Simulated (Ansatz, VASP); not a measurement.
**Hf in VASP and in Ansatz**

```
Hf
1.0
     0.00000    3.27299    3.27299
     3.27299    0.00000    3.27299
     3.27299    3.27299    0.00000
Hf
2
Direct
  0.87500 0.87500 0.87500
  0.12500 0.12500 0.12500
```

Alike in both runs: functional PBE; k mesh 12 × 12 × 12; occupations fermi-dirac, width 0.1 eV; no spin polarisation.

Ansatz relaxed the structure, and its values are those at the end. VASP's run is a single point on that final structure, the one shown.

|  | VASP | Ansatz |
| --- | --- | --- |
| version | VASP 6.6.1 | Ansatz 0.2.0 |
| potentials or method | VASP PAW PBE potentials, release 64 (Hf_pv) | PAW with Ansatz's default frozen-core files, scalar-relativistic |
| plane-wave cutoff (eV) | 520 | 420 |
| valence electrons in the cell | 20 | 52 |

```csv
,VASP,Ansatz,Ansatz less VASP
pressure (GPa),-0.2,0.0,+0.21
```

With one functional, cell and mesh, what is left measures potentials, basis and numerics. VASP's potentials hold 20 valence electrons a cell and Ansatz's 52, so a difference there can come from the potentials and not from the codes.

Spin-orbit coupling is off throughout.
